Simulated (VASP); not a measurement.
Runs of VASP 6.6.1 on CuO. The structure is that of space group P4_2/mmc (No. 131), or close to it. The cells are those of the table. 

| level | potentials or basis | cell | gap on the mesh (eV) | pressure (GPa) |
| --- | --- | --- | --- | --- |
| r2SCAN | VASP PAW PBE potentials, release 64 (Cu, O) | a = 2.894, b = 2.894, c = 5.126 Å, angles 90.0, 90.0, 90.2°, 4 atoms | none | (a) |
| LDA | VASP PAW LDA potentials, release 64 (Cu, O) | a = 2.853, b = 2.853, c = 5.044 Å, angles 90.0, 90.0, 90.2°, 4 atoms | none | 1.1 |
| PBEsol | VASP PAW PBE potentials, release 64 (Cu, O) | a = 2.894, b = 2.894, c = 5.092 Å, angles 90.0, 90.0, 90.2°, 4 atoms | none | 0.8 |
| PBE | VASP PAW PBE potentials, release 64 (Cu, O) | a = 2.949, b = 2.949, c = 5.151 Å, angles 90.0, 90.0, 90.2°, 4 atoms | none | 0.7 |

Alike in all rows: task single point; no spin polarisation; k mesh 14 × 14 × 8; cutoff (eV) 520; smearing gaussian 0.1 eV.

Estimate the missing entries.

(a) 1.0.

Caveats: semilocal functionals often make such compounds metallic where correlation or magnetic order opens a gap, which also shifts bond lengths; the PAW data sets were made with another functional, which shifts forces and pressure a little (at least some runs).

A gap of «none» marks levels without a gap at the run's occupations.
